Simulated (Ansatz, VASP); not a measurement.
Ge: VASP beside Ansatz

```xyz
4
Lattice="2.0514 1.1844 6.5654 -2.0514 1.1844 6.5654 0.0000 -2.3687 6.5654" Properties=species:S:1:pos:R:3 pbc="T T T"
Ge    0.0000    0.0000    1.3301
Ge    0.0000    0.0000   18.3661
Ge    0.0000    0.0000    4.3674
Ge    0.0000    0.0000   15.3287
```

Alike in both runs: functional PBE; k mesh 6 × 6 × 6; occupations gaussian, width 0.1 eV; no spin polarisation.

Ansatz relaxed the structure, and its values are those at the end. VASP's run is a single point on that final structure, the one shown.

|  | VASP | Ansatz |
| --- | --- | --- |
| version | VASP 6.6.1 | Ansatz 0.2.0 |
| potentials or method | VASP PAW PBE potentials, release 64 (Ge_d), cutoff 520 eV | scalar-relativistic, plane waves, PAW |
| valence electrons in the cell | 56 | 56 |

|  | VASP | Ansatz | Ansatz less VASP |
| --- | --- | --- | --- |
| gap on the k mesh at the Fermi level (eV) | none | none | - |
| pressure (GPa) | 0.0 | 0.0 | -0.03 |
| rms of the force components (eV/Å) | 0.004 | 0.004 | +0.0008 |

A gap of «none» marks a metal or a gap that the smearing closes.
